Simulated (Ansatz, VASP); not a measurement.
C: VASP beside Ansatz

```xyz
2
Lattice="0.0000 1.7659 1.7659 1.7659 0.0000 1.7659 1.7659 1.7659 0.0000" Properties=species:S:1:pos:R:3 pbc="T T T"
C     0.0000    0.0000    0.0000
C     0.8829    0.8829    0.8829
```

Alike in both runs: functional LDA; k mesh 12 × 12 × 12; occupations gaussian, width 0.02 eV; no spin polarisation.

Ansatz relaxed the structure, and its values are those at the end. VASP's run is a single point on that final structure, the one shown.

|  | VASP | Ansatz |
| --- | --- | --- |
| version | VASP 6.6.1 | Ansatz 0.2.0 |
| potentials or method | VASP PAW LDA potentials, release 64 (C), cutoff 600 eV | scalar-relativistic, plane waves, PAW |
| valence electrons in the cell | 8 | 8 |

```tsv
	VASP	Ansatz	Ansatz less VASP
gap on the k mesh at the Fermi level (eV)	4.20	4.20	0.000
least direct gap on the mesh (eV)	5.63	5.62	-0.003
pressure (GPa)	0.8	0.0	-0.84
```

LDA's correlation is that of Perdew and Zunger in VASP and of Perdew and Wang (1992) in Ansatz.
